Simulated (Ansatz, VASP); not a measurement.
BiTe: VASP beside Ansatz

The input POSCAR:

```
BiTe
1.0
    0.0000000000      3.2350000000      3.2350000000
    3.2350000000      0.0000000000      3.2350000000
    3.2350000000      3.2350000000      0.0000000000
Bi Te
1 1
Direct
   -0.0077279753      0.0077279753      0.0077279753
    0.5000000000      0.5000000000      0.5000000000
```

File INCAR.step1:

```
SYSTEM = BiTe
PREC = Accurate
ENCUT = 520
ISMEAR = 0
SIGMA = 0.15
LREAL = .False.
LASPH = .True.
NELM = 60
NBANDS = 18
GGA = PE
ALGO = Normal
EDIFF = 1E-4
LWAVE = .True.
LCHARG = .False.
```

Contents of INCAR.step2:

```
SYSTEM = BiTe
PREC = Accurate
ENCUT = 520
EDIFF = 1E-6
ISMEAR = 0
SIGMA = 0.15
LREAL = .False.
LASPH = .True.
NELM = 60
ALGO = Normal
ISIF = 2
LWAVE = .False.
LCHARG = .True.
METAGGA = R2SCAN
LMIXTAU = .True.
LELF = .True.
LVHAR = .True.
NBANDS = 18
ISTART = 1
```

The input KPOINTS:

```
Automatic mesh
0
Gamma
  14 14 14
  0 0 0
```

Input for Ansatz:

```yaml
crystal:
  lattice:
    - [0.0, 3.235, 3.235]
    - [3.235, 0.0, 3.235]
    - [3.235, 3.235, 0.0]
  atoms:
    - { symbol: Bi, position: [-0.0077279753, 0.0077279753, 0.0077279753] }
    - { symbol: Te, position: [0.5, 0.5, 0.5] }
basis:
  ecutwfc: 500
kpoints:
  mp_grid: { grid: [14, 14, 14] }
hamiltonian:
  xc: r2scan
scf:
  occupations: { method: gaussian, width: 0.15 }
output:
  forces: true
  stress: true
  eigenvalues: true
```

Change from the starting cell: all Bi atoms moved +0.050 Å, as atom 1 along Cartesian [1 0 0].

Alike in both runs: task single point; functional r2SCAN; k mesh 14 × 14 × 14; occupations gaussian, width 0.15 eV; no spin polarisation.

|  | VASP | Ansatz |
| --- | --- | --- |
| version | VASP 6.6.1 | Ansatz 0.2.0 |
| potentials or method | VASP PAW PBE potentials, release 64 (Bi_d, Te), cutoff 520 eV | scalar-relativistic, plane waves, PAW |
| valence electrons in the cell | 21 | 31 |

|  | VASP | Ansatz | Ansatz less VASP |
| --- | --- | --- | --- |
| gap on the k mesh at the Fermi level (eV) | none | none | - |
| pressure (GPa) | 0.0 | 0.0 | +0.03 |
| rms of the force components (eV/Å) | 0.073 | 0.073 | -0.0005 |

VASP's potentials were made for PBE, not for r2SCAN. Atom by atom the forces differ by 0.001 eV/Å (rms over components). A gap of «none» marks a metal or a gap that the smearing closes. VASP's potentials hold 21 valence electrons a cell and Ansatz's 31, so a difference there can come from the potentials and not from the codes.

Spin-orbit coupling is off throughout.
